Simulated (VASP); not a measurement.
A run of VASP 6.6.1 is set up as follows.

File INCAR:

```
SYSTEM = SiO2
  PREC = Accurate
  ENCUT = 520
  EDIFF = 1E-6
  ISMEAR = 0
  SIGMA = 0.05
  LREAL = .FALSE.
  LASPH = .TRUE.
  NELM = 60
  ALGO = Normal
  ISIF = 2
  LWAVE = .FALSE.
  LCHARG = .FALSE.
  NBANDS = 34
```

File KPOINTS:

```
Automatic mesh
0
G
  6 6 4
  0 0 0
```

POSCAR

```
SiO2
1.0
    4.8875374386      0.0000000000      0.0000000000
   -2.4437687193      4.2327315837      0.0000000000
    0.0000000000      0.0000000000      5.5248549937
Si O
3 6
Direct
    0.0000000000      0.5000000000      0.3333333333
    0.5000000000      0.5000000000      0.6666666667
    0.5000000000      0.0000000000      0.0000000000
    0.5843949021      0.7921974511      0.8333333333
    0.7921974511      0.5843949021      0.5000000000
    0.7921974511      0.2078025489      0.1666666667
    0.4156050979      0.2078025489      0.8333333333
    0.2078025489      0.4156050979      0.5000000000
    0.2078025489      0.7921974511      0.1666666667
```

Potentials or basis: VASP PAW LDA potentials, release 64 (Si, O).

Run with:

```console
$ cat potpaw_LDA.64/Si/POTCAR potpaw_LDA.64/O/POTCAR > POTCAR
$ mpirun -np 1 vasp_std > vasp.out
```

**Question.** What does it give for the pressure?

**Answer.** 13.5 GPa.

**Question.** What does it give for the largest force?

**Answer.** 0.579 eV/Å.

**Question.** What does it give for the band gap on the k mesh?

**Answer.** 5.70 eV, indirect (least direct gap 5.85 eV).

Stress tensor (GPa, compression positive):
```
14.05  0.00  0.00
 0.00 14.05  0.00
 0.00  0.00 12.49
```

Caveat: the cell differs from its parent crystal (strain -0.030 along x and y, +0.000 along z). A k mesh can miss the band edges.
